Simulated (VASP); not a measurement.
A run of VASP 6.6.1 is set up as follows.

File POSCAR:

```
MgO
1.0
    3.4841042127      0.0000000000      0.0609718237
   -1.7420521064      3.0173227576     -0.0304859119
    0.0732495329      0.0000000000      4.1856875957
Mg O
2 2
Direct
    0.6666666667      0.3333333333      0.7500000000
    0.3333333333      0.6666666667      0.2500000000
    0.6666666667      0.3333333333      0.2500000000
    0.3333333333      0.6666666667      0.7500000000
```

INCAR.step1

```
PREC = Accurate
ENCUT = 520
ISMEAR = 0
SIGMA = 0.05
LREAL = F
LASPH = T
NELM = 100
NBANDS = 16
GGA = PE
ALGO = Normal
EDIFF = 1E-4
LWAVE = T
LCHARG = F
```

INCAR.step2

```
PREC = Accurate
ENCUT = 520
EDIFF = 1E-6
ISMEAR = 0
SIGMA = 0.05
LREAL = F
LASPH = T
NELM = 100
ALGO = Normal
ISIF = 2
LWAVE = F
LCHARG = F
METAGGA = R2SCAN
LMIXTAU = T
NBANDS = 16
ISTART = 1
```

The input KPOINTS:

```
Automatic mesh
0
Gamma
  6 6 6
```

Potentials or basis: VASP PAW PBE potentials, release 64 (Mg, O).

Run with:

```console
$ cat potpaw_PBE.64/Mg/POTCAR potpaw_PBE.64/O/POTCAR > POTCAR
$ cp INCAR.step1 INCAR
$ mpirun -np 1 vasp_std > vasp.out
$ cp INCAR.step2 INCAR
$ mpirun -np 1 vasp_std > vasp.out
```

**Question.** What does it give for the band gap on the k mesh?

**Answer.** 4.05 eV.

**Question.** Predict the pressure.

**Answer.** -0.7 GPa.

Stress tensor (GPa, compression positive):
```
-0.70  0.00 -4.29
 0.00 -0.64  0.00
-4.29  0.00 -0.88
```

Caveat: the cell differs from its parent crystal (strain +0.0350 x Voigt [0, 0, 0, 0, 1, 0]); the PAW data sets were made with another functional, which shifts forces and pressure a little.
